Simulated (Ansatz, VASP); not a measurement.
One calculation of PtS2, two programs

```
Pt S
1.0
     3.99302    0.00000    0.00000
    -1.99651    3.45806    0.00000
     0.00000    0.00000    6.04623
Pt S
1 2
Direct
  0.00000 0.00000 0.00000
  0.33333 0.66667 0.18895
  0.66667 0.33333 0.81105
```

Alike in both runs: task relaxation of the atoms; functional PBE; k mesh 12 × 12 × 6; occupations gaussian, width 0.05 eV; no spin polarisation.

```csv
,VASP,Ansatz
version,VASP 6.6.1,Ansatz 0.2.0
potentials or method,"VASP PAW PBE potentials, release 64 (Pt, S), cutoff 520 eV","scalar-relativistic, plane waves, PAW"
valence electrons in the cell,22,30
```

```csv
,VASP,Ansatz,Ansatz less VASP
"gap on the k mesh at the Fermi level, each at its own relaxed structure (eV)",0.63,0.63,+0.002
```

VASP's potentials hold 22 valence electrons a cell and Ansatz's 30, so a difference there can come from the potentials and not from the codes. Ansatz's warnings: stress scf threshold loose.

Spin-orbit coupling is off throughout.
